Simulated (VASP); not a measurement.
Runs of VASP 6.6.1 on ZrC. The structure is that of space group Fm-3m (No. 225), or close to it. The cells are those of the table. 

| task | cell | k mesh for the DOS | occupations for the DOS | gap on the mesh (eV) | pressure (GPa) |
| --- | --- | --- | --- | --- | --- |
| single point | a = 3.363 Å, angles 60.0°, 2 atoms | - | - | none | -6.0 |
| single point | a = 3.330 Å, angles 60.0°, 2 atoms | - | - | none | 0.2 |
| single point | a = 3.262 Å, angles 60.0°, 2 atoms | - | - | none | 15.8 |
| single point | a = 3.296 Å, angles 60.0°, 2 atoms | - | - | none | 7.4 |
| single point | a = 3.191 Å, angles 60.0°, 2 atoms | - | - | none | (b) |
| single point | a = 3.395 Å, angles 60.0°, 2 atoms | - | - | none | (a) |
| single point | a = 3.437 Å, angles 60.0°, 2 atoms | - | - | none | -17.3 |

Alike in all rows: level PBE; potentials or basis VASP PAW PBE potentials, release 64 (Zr_sv, C); no spin polarisation; k mesh 16 × 16 × 16; cutoff (eV) 520; smearing gaussian 0.1 eV.

Estimate the missing entries.

(a) -11.3; (b) 37.0.

A k mesh can miss the band edges, and the runs leave out spin-orbit coupling on Zr.

A gap of «none» marks levels without a gap at the run's occupations.
